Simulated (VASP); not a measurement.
# Mg8HO8 (a cell with a defect) in VASP: a series of runs

Runs on Mg8HO8 (a cell with a defect). Level: PBEsol. Tasks: single point.

Program: VASP 6.6.1. These are calculated values, not measurements. Logs are shortened: lines on timing, memory, paths and dates and some standing lists are left out, and cuts for length are marked.

## Step 1: The cell of the first run

The cell holds a defect, 17 atoms: a = 5.960 Å, b = 5.960 Å, c = 5.960 Å, α = 60.00°, β = 60.00°, γ = 60.00°.

## Step 2: Single point, PBEsol

INCAR

```
SYSTEM = Mg8HO8
PREC     = Accurate       ! precision mode
ENCUT    = 520            ! plane-wave cutoff, eV
EDIFF    = 1E-7           ! SCF threshold, eV
ISMEAR   = 0              ! smearing method
SIGMA    = 0.02           ! smearing width, eV
LREAL    = Auto         
LASPH    = .TRUE.         ! aspherical terms in the spheres
NELM     = 100            ! most SCF steps
ALGO     = Normal         ! electronic algorithm
ISIF     = 2              ! what is computed and relaxed
LWAVE    = .FALSE.        ! write WAVECAR
LCHARG   = .FALSE.        ! write CHGCAR
GGA      = PS             ! functional
NELECT   = 64.0         
NBANDS   = 46             ! bands
```

KPOINTS

```
Automatic mesh
0
G
  2 2 2
  0 0 0
```

POSCAR

```
Mg8HO8
1.0
   -4.2140464022      0.0000000000      4.2140464022
   -4.2140464022     -4.2140464022      0.0000000000
    0.0000000000     -4.2140464022      4.2140464022
Mg O H
8 8 1
Direct
   -0.0198962788      0.4808771526      0.5232315432
   -0.0108357750      0.0008665859      0.5013334919
   -0.0015005367      0.4992661018     -0.0002715668
   -0.0198881099      0.0227622904     -0.0186538467
    0.5000909660      0.4899447342      0.5013338758
    0.4966095566     -0.0026137075      0.4978493387
    0.5220179463      0.4808781347     -0.0186611935
    0.5000933478      0.0008696491     -0.0095896105
    0.2460109286      0.7467869319      0.2472431741
    0.2470600043      0.2519669238      0.2482990041
    0.2470623691      0.7478357228      0.7524240786
    0.2439177558      0.2483758652      0.7488374340
    0.7511812518      0.7478332341      0.2482988100
    0.7476045484      0.2483727311      0.2451506177
    0.7476052944      0.7446874778      0.7488349143
    0.7434658090      0.2442371089      0.7447061707
    0.1783048829      0.6790291726      0.1795132895
```

Potentials or basis: VASP PAW PBE potentials, release 64 (Mg, O, H).

On the command line:

```
$ cat potpaw_PBE.64/Mg/POTCAR potpaw_PBE.64/O/POTCAR potpaw_PBE.64/H/POTCAR > POTCAR
$ mpirun -np 1 vasp_std > vasp.out
```

OUTCAR:

```text
SYSTEM = Mg8HO8
   PREC = Accurate
   ENCUT = 520
   EDIFF = 1E-7
   ISMEAR = 0
   LREAL = Auto
   LASPH = .TRUE.
   NELM = 100
   ISIF = 2
   GGA = PS
   NELECT = 64.0

 ion  position               nearest neighbor table
   1  0.980  0.481  0.523-  17 1.88  16 2.00  15 2.07  12 2.07  10 2.13  13 2.13   9 2.24   7 2.73
                             4 2.73   5 2.90   2 2.90   3 2.95   6 2.98   6 2.98   3 3.01   2 3.06
   2  0.989  0.001  0.501-  16 2.05  15 2.10  14 2.10   9 2.14  11 2.15  10 2.15   1 2.90   4 2.90
                             8 2.91   5 2.91   6 2.96   3 2.98   3 2.98   6 3.00   5 3.04   8 3.04
   3  0.998  0.499  1.000-  10 2.09  11 2.09  13 2.09  12 2.11  15 2.11  14 2.11   7 2.95   4 2.95
                             1 2.95   5 2.98   8 2.98   2 2.98   2 2.98   8 2.98   5 2.98   4 3.01
   4  0.980  0.023  0.981-  17 1.88  16 2.00  14 2.07  12 2.07  11 2.13  13 2.13   9 2.24   7 2.73
                             1 2.73   8 2.90   2 2.90   3 2.95   6 2.98   6 2.98   3 3.01   2 3.06
   5  0.500  0.490  0.501-  16 2.05  12 2.10  14 2.10   9 2.14  13 2.14  11 2.14   1 2.90   7 2.90
                             2 2.91   8 2.91   6 2.96   3 2.98   3 2.98   6 3.00   8 3.04   2 3.04
   6  0.497  0.997  0.498-  11 2.10  10 2.10  13 2.10  12 2.12  15 2.12  14 2.12   2 2.96   5 2.96
                             8 2.96   4 2.98   1 2.98   7 2.98   1 2.98   7 2.98   4 2.98   8 3.00
   7  0.522  0.481  0.981-  17 1.88  16 2.00  15 2.07  14 2.07  10 2.13  11 2.13   9 2.24   1 2.73
                             4 2.73   8 2.90   5 2.90   3 2.95   6 2.98   6 2.98   3 3.01   5 3.06
   8  0.500  0.001  0.990-  16 2.05  12 2.10  15 2.10   9 2.14  13 2.14  10 2.15   4 2.90   7 2.90
                             2 2.91   5 2.91   6 2.96   3 2.98   3 2.98   6 3.00   5 3.04   2 3.04
   9  0.246  0.747  0.247-  17 0.99   8 2.14   2 2.14   5 2.14   4 2.24   7 2.24   1 2.24
  10  0.247  0.252  0.248-   3 2.09   6 2.10   1 2.13   7 2.13   8 2.15   2 2.15
  11  0.247  0.748  0.752-   3 2.09   6 2.10   4 2.13   7 2.13   5 2.14   2 2.15
  12  0.244  0.248  0.749-   4 2.07   1 2.07   5 2.10   8 2.10   3 2.11   6 2.12
  13  0.751  0.748  0.248-   3 2.09   6 2.10   1 2.13   4 2.13   8 2.14   5 2.14
  14  0.748  0.248  0.245-   7 2.07   4 2.07   2 2.10   5 2.10   3 2.11   6 2.12
  15  0.748  0.745  0.749-   7 2.07   1 2.07   2 2.10   8 2.10   3 2.11   6 2.12
  16  0.743  0.244  0.745-   7 2.00   1 2.00   4 2.00   8 2.05   2 2.05   5 2.05
  17  0.178  0.679  0.180-   9 0.99   7 1.88   1 1.88   4 1.88

  LATTYP: Found a face centered cubic cell.
 ALAT       =     8.4280928044

  Lattice vectors:

 A1 = (  -4.2140464022,   0.0000000000,   4.2140464022)
 A2 = (  -4.2140464022,  -4.2140464022,   0.0000000000)
 A3 = (   0.0000000000,  -4.2140464022,   4.2140464022)

Analysis of symmetry for initial positions (statically):
=====================================================================
 Subroutine PRICEL returns:
 Original cell was already a primitive cell.

 Routine SETGRP: Setting up the symmetry group for a
 face centered cubic supercell.

 Subroutine GETGRP returns: Found  1 space group operations
 (whereof  1 operations were pure point group operations)
[... 148 lines left out ...]
     AMIX     =   0.40;   BMIX     =  1.00
     AMIX_MAG =   1.60;   BMIX_MAG =  1.00
  volume/ion in A,a.u.               =       8.80        59.41
  Fermi-wavevector in a.u.,A,eV,Ry     =   1.233367  2.330725 20.697089  1.521193
  Thomas-Fermi vector in A             =   2.368100
   LORBIT       =      0    0 simple, 1 ext, 2 COOP (PROOUT), +10 PAW based schemes
   GGA     = PS    functional components
   LHFCALC =     F    Hartree Fock is set to
   AEXX    =    0.0000 exact exchange contribution
   IVDW    =     0    specifies the selected vdW correction
   LEPSILON=     F    determine dielectric tensor
   LRPA    =     F    only Hartree local field effects (RPA)
 non-spin polarized calculation
 Gauss-broadening in eV      SIGMA  =   0.02
  energy-cutoff  :      520.00
  volume of cell :      149.67
 maximum number of plane-waves:      4044
 NGX is ok and might be reduce to    48
   NGX = 23   NGY = 23   NGZ = 23

 number of electron      64.0000000 magnetization

 Free energy of the ion-electron system (eV)
  ---------------------------------------------------
  ext. energy  EPLUGINS =         0.00000000
  ---------------------------------------------------
  free energy    TOTEN  =      -106.99742804 eV

  energy without entropy =     -106.99742804  energy(sigma->0) =     -106.99742804

 E-fermi :   3.3347     XC(G=0): -11.2794

 val. band max:        3.1898533183   @ k =   0.0000   0.0000   0.0000
 cond. band min:       7.3074665983   @ k =   0.0000   0.0000   0.0000
 fundamental gap:      4.1176132800
 Fermi energy:         3.3346833625

 k-point     1 :       0.0000    0.0000    0.0000
  band No.  band energies     occupation
      1     -16.5682      2.00000
      2     -13.7812      2.00000
      3     -12.8605      2.00000
      4     -12.5082      2.00000
      5     -12.4986      2.00000
      6     -12.4985      2.00000
[... 365 lines left out ...]
     43      14.5084      0.00000
     44      14.5393      0.00000
 [bands above 44 left out]

------------------------ aborting loop because EDIFF is reached ----------------------------------------

  FORCE on cell =-STRESS in cart. coord.  units (eV):
  Direction    XX          YY          ZZ          XY          YZ          ZX
  --------------------------------------------------------------------------------------
  -------------------------------------------------------------------------------------
  Total       -4.0709882     -4.0723786     -4.0764998     -1.9252045      1.9223944      1.9215756
  in kB      -43.5795252    -43.5944088    -43.6385261    -20.6091230     20.5790416     20.5702763
  external PRESSURE =     -43.6041534 kB  Pullay stress =       0.0000000 kB

 VOLUME and BASIS-vectors are now :
 -----------------------------------------------------------------------------
  energy-cutoff  :      520.00
  volume of cell :      149.67
      direct lattice vectors                 reciprocal lattice vectors
    -4.214046402  0.000000000  4.214046402    -0.118650805  0.118650805  0.118650805
    -4.214046402 -4.214046402  0.000000000    -0.118650805 -0.118650805 -0.118650805
     0.000000000 -4.214046402  4.214046402     0.118650805 -0.118650805  0.118650805

 POSITION                                       TOTAL-FORCE (eV/Angst)
 -----------------------------------------------------------------------------------
     -6.15664     -4.23136      6.33512         0.023278     -0.004746      0.004744
     -4.17204     -2.11629      6.28103         0.001543     -0.012738     -0.001554
     -6.31165     -6.31683      8.42063         0.002882      0.003886     -0.002945
     -4.22616     -4.23136      8.26568        -0.004062     -0.004403     -0.023363
     -4.17206     -4.17729      4.22005         0.001315      0.002230      0.013685
     -6.29577     -6.30099      4.19070        -0.005722     -0.005186      0.006085
[... 9 lines left out ...]
     -4.16223     -4.16745      6.27123         0.004815      0.004642     -0.004112
     -3.61285     -3.61794      1.50786         0.090015      0.090092     -0.090060
 -----------------------------------------------------------------------------------
    total drift:                                0.001541     -0.002683     -0.002918

  FREE ENERGIE OF THE ION-ELECTRON SYSTEM (eV)
  ---------------------------------------------------
  free  energy   TOTEN  =      -106.9974280366 eV

  energy  without entropy=     -106.9974280366  energy(sigma->0) =     -106.99742804
```

stdout:

```text
POSCAR found type information on POSCAR MgO H
 POSCAR found :  3 types and      17 ions
 scaLAPACK will be used
 -----------------------------------------------------------------------------
|                                                                             |
|                                                                             |
|     You enforced a specific xc type in the INCAR file but a different       |
|     I HOPE YOU KNOW WHAT YOU ARE DOING!                                     |
|                                                                             |
 -----------------------------------------------------------------------------

 LDA part: xc-table for (Slater+PW92), standard interpolation
 POSCAR, INCAR and KPOINTS ok, starting setup
 FFT: planning ... GRIDC
 FFT: planning ... GRID_SOFT
 FFT: planning ... GRID
 WAVECAR not read
 entering main loop
 the old and the new charge density differ
 old charge density:    65.00000 new   64.00000
    0.184E+01
```

Wall time 88 s (1 thread of Intel Xeon 6975P-C (Granite Rapids), shared host); peak memory 0.33 GiB.

What came out:

```yaml
Free_energy: -106.9974 eV
Largest_force: 0.162 eV/Å
```

Forces on the atoms (eV/Å):
```
Mg   0.023 -0.005  0.005
Mg   0.002 -0.013 -0.002
Mg   0.003  0.004 -0.003
Mg  -0.004 -0.004 -0.023
Mg   0.001  0.002  0.014
Mg  -0.006 -0.005  0.006
Mg  -0.004  0.023  0.004
Mg  -0.013  0.002 -0.002
O   -0.093 -0.094  0.093
O   -0.003 -0.002 -0.007
O    0.007 -0.002  0.003
O   -0.002  0.000  0.003
O   -0.003  0.006  0.002
O    0.000 -0.004  0.001
O   -0.002 -0.003  0.000
O    0.005  0.005 -0.004
H    0.090  0.090 -0.090
```

Caveat: the k points lie up to 0.65 Å⁻¹ apart; the cell carries a net charge on a neutralising background, which shifts energy and pressure; the cell is charged against a uniform background, so pressure and absolute levels hang on convention; the PAW data sets were made with another functional, which shifts forces and pressure a little.

## Step 3: Single point, PBEsol

INCAR

```
SYSTEM = Mg8HO8
PREC = Accurate
ENCUT = 520
EDIFF = 1E-6
ISMEAR = 0
SIGMA = 0.02
LREAL = Auto
LASPH = .True.
NELM = 100
ALGO = Normal
ISIF = 2
LWAVE = .False.
LCHARG = .False.
GGA = PS
NELECT = 64.0
NBANDS = 46
```

KPOINTS

```
regular mesh
0
Gamma
  2 2 2
  0 0 0
```

POSCAR

```
Mg8HO8
1.0
   -4.2140464022      0.0000000000      4.2140464022
   -4.2140464022     -4.2140464022      0.0000000000
    0.0000000000     -4.2140464022      4.2140464022
Mg O H
8 8 1
Direct
   -0.0169574545      0.4830427351      0.5249326393
   -0.0078970417      0.0030321213      0.5030346839
    0.0014382851      0.5014315929      0.0014295049
   -0.0169492676      0.0249278223     -0.0169528271
    0.5030298192      0.4921101483      0.5030350399
    0.4995483673     -0.0004482627      0.4995505030
    0.5249567254      0.4830438030     -0.0169601834
    0.5030320736      0.0030352063     -0.0078884988
    0.2489496792      0.7489524791      0.2489442213
    0.2499989083      0.2541324650      0.2500000948
    0.2500011626      0.7500013522      0.7541251796
    0.2468565603      0.2505413798      0.7505384844
    0.7541200776      0.7499988606      0.2499998575
    0.7505433491      0.2505381762      0.2468516957
    0.7505440610      0.7468530718      0.7505359928
    0.7464046904      0.2464026024      0.7464073007
    0.1812436141      0.6811946823      0.1812144260
```

Potentials or basis: VASP PAW PBE potentials, release 64 (Mg, O, H).

On the command line:

```
$ cat potpaw_PBE.64/Mg/POTCAR potpaw_PBE.64/O/POTCAR potpaw_PBE.64/H/POTCAR > POTCAR
$ mpirun -np 1 vasp_std > vasp.out
```

Wall time 70 s (1 thread of Intel Xeon 6975P-C (Granite Rapids), shared host); peak memory 0.33 GiB.

The run converged. Its results:

| Quantity | Value |
| --- | --- |
| Free energy | -106.9973 eV |
| Largest force | 0.156 eV/Å |

Forces on the atoms (eV/Å):
```
Mg   0.023 -0.004  0.004
Mg   0.002 -0.013 -0.002
Mg   0.004  0.004 -0.004
Mg  -0.004 -0.004 -0.023
Mg   0.002  0.002  0.013
Mg  -0.006 -0.006  0.006
Mg  -0.003  0.023  0.004
Mg  -0.013  0.002 -0.002
O   -0.090 -0.090  0.090
O   -0.004 -0.004 -0.002
O    0.002 -0.004  0.004
O   -0.001  0.000  0.001
O   -0.004  0.002  0.004
O    0.000 -0.001  0.001
O   -0.001 -0.001  0.000
O    0.003  0.004 -0.003
H    0.090  0.090 -0.090
```

Levels at points of the mesh, in eV from the Fermi level:
| k point | band 28 | band 29 | band 30 | band 31 | band 32 | band 33 | band 34 | band 35 | band 36 | band 37 |
| --- | --- | --- | --- | --- | --- | --- | --- | --- | --- | --- |
| (0.00, 0.00, 0.00) | -0.55 | -0.55 | -0.20 | -0.14 | -0.14 | 3.97 | 6.19 | 7.52 | 7.69 | 7.69 |
| (0.50, 0.00, 0.00) | -0.98 | -0.50 | -0.46 | -0.43 | -0.41 | 5.67 | 6.87 | 8.14 | 9.14 | 9.27 |
| (0.00, 0.50, 0.00) | -0.98 | -0.50 | -0.46 | -0.43 | -0.41 | 5.67 | 6.87 | 8.14 | 9.14 | 9.27 |
| (0.00, 0.00, 0.50) | -0.98 | -0.50 | -0.46 | -0.43 | -0.41 | 5.67 | 6.87 | 8.14 | 9.14 | 9.27 |
| (0.50, 0.50, 0.50) | -0.95 | -0.51 | -0.51 | -0.40 | -0.40 | 6.29 | 6.82 | 7.98 | 9.18 | 9.33 |
| (0.50, 0.50, 0.00) | -0.97 | -0.71 | -0.67 | -0.63 | -0.55 | 6.59 | 7.72 | 8.45 | 8.98 | 9.19 |
| (0.00, 0.50, 0.50) | -0.97 | -0.71 | -0.67 | -0.63 | -0.55 | 6.59 | 7.72 | 8.45 | 8.98 | 9.19 |
| (0.50, 0.00, 0.50) | -0.97 | -0.71 | -0.67 | -0.63 | -0.55 | 6.59 | 7.72 | 8.45 | 8.98 | 9.19 |

Caveat: the k points lie up to 0.65 Å⁻¹ apart; the cell carries a net charge on a neutralising background, which shifts energy and pressure; the cell is charged against a uniform background, so pressure and absolute levels hang on convention; the PAW data sets were made with another functional, which shifts forces and pressure a little.

## Step 4: Single point, PBEsol

INCAR

```
  PREC = Accurate
  ENCUT = 520
  EDIFF = 1E-6
  ISMEAR = 0
  SIGMA = 0.02
  LREAL = Auto
  LASPH = True
  NELM = 100
  ALGO = Normal
  ISIF = 2
  LWAVE = False
  LCHARG = False
  GGA = PS
  NELECT = 64.0
  NBANDS = 46
```

KPOINTS

```
Automatic mesh
0
Gamma
  2 2 2
```

POSCAR

```
Mg8HO8
1.0
   -4.2140464022      0.0000000000      4.2140464022
   -4.2140464022     -4.2140464022      0.0000000000
    0.0000000000     -4.2140464022      4.2140464022
Mg O H
8 8 1
Direct
   -0.0030321213      0.4969654579      0.4981697636
   -0.0030352063      0.0078884988      0.4981787811
    0.0004481441      0.5004495202     -0.0013494156
   -0.0249278223      0.0169528271     -0.0089742723
    0.5078898749      0.4969649833      0.4981749842
    0.4985683117     -0.0014295049      0.5042993829
    0.5169572881      0.4750673839     -0.0089821033
    0.5169563389      0.0169601834     -0.0089597969
    0.2510475441      0.7510558019      0.2468463564
    0.2531470701      0.2494639118      0.2479330791
    0.2500011626      0.7500001657      0.7541187725
    0.2499986710      0.2458748436      0.7541276713
    0.7494617284      0.7531482089      0.2479333164
    0.7494586434      0.2494615388      0.2479364013
    0.7458675582      0.7499999284      0.7541313495
    0.7535974208      0.2535927225      0.7392145702
    0.3188053409      0.8187855972      0.0436526992
```

On the command line:

```
$ cat potpaw_PBE.64/Mg/POTCAR potpaw_PBE.64/O/POTCAR potpaw_PBE.64/H/POTCAR > POTCAR
$ mpirun -np 1 vasp_std > vasp.out
```

It took 82 s on 1 thread of Intel Xeon 6975P-C (Granite Rapids), shared host; peak memory 0.33 GiB.

Results (log left out):

| Property | Result |
| --- | --- |
| Free energy | -106.9973 eV |
| Largest force | 0.156 eV/Å |

Forces on the atoms (eV/Å):
```
Mg   0.013  0.002 -0.002
Mg  -0.002 -0.013 -0.002
Mg   0.006 -0.006  0.006
Mg   0.004 -0.004 -0.023
Mg  -0.002  0.002  0.013
Mg  -0.004  0.004 -0.004
Mg   0.004  0.023  0.004
Mg  -0.023 -0.003  0.003
O    0.090 -0.090  0.090
O    0.001 -0.001  0.000
O   -0.002 -0.004  0.004
O    0.004  0.002  0.005
O    0.001  0.000  0.001
O    0.000 -0.001  0.001
O    0.004 -0.004 -0.002
O   -0.004  0.003 -0.004
H   -0.090  0.090 -0.090
```

Levels at points of the mesh, in eV from the Fermi level:
| k point | band 28 | band 29 | band 30 | band 31 | band 32 | band 33 | band 34 | band 35 | band 36 | band 37 |
| --- | --- | --- | --- | --- | --- | --- | --- | --- | --- | --- |
| (0.00, 0.00, 0.00) | -0.55 | -0.55 | -0.20 | -0.14 | -0.14 | 3.97 | 6.19 | 7.52 | 7.69 | 7.69 |
| (0.50, 0.00, 0.00) | -0.98 | -0.50 | -0.46 | -0.43 | -0.41 | 5.67 | 6.87 | 8.14 | 9.14 | 9.27 |
| (0.00, 0.50, 0.00) | -0.98 | -0.50 | -0.46 | -0.43 | -0.41 | 5.67 | 6.87 | 8.14 | 9.14 | 9.27 |
| (0.00, 0.00, 0.50) | -0.95 | -0.51 | -0.51 | -0.40 | -0.40 | 6.29 | 6.82 | 7.98 | 9.18 | 9.33 |
| (0.50, 0.50, 0.50) | -0.98 | -0.50 | -0.46 | -0.43 | -0.41 | 5.67 | 6.87 | 8.14 | 9.14 | 9.27 |
| (0.50, 0.50, 0.00) | -0.97 | -0.71 | -0.67 | -0.63 | -0.55 | 6.59 | 7.72 | 8.45 | 8.98 | 9.19 |
| (0.00, 0.50, 0.50) | -0.97 | -0.71 | -0.67 | -0.63 | -0.55 | 6.59 | 7.72 | 8.45 | 8.98 | 9.19 |
| (0.50, 0.00, 0.50) | -0.97 | -0.71 | -0.67 | -0.63 | -0.55 | 6.59 | 7.72 | 8.45 | 8.98 | 9.19 |

Caveat: the k points lie up to 0.65 Å⁻¹ apart; the cell carries a net charge on a neutralising background, which shifts energy and pressure; the cell is charged against a uniform background, so pressure and absolute levels hang on convention; the PAW data sets were made with another functional, which shifts forces and pressure a little.
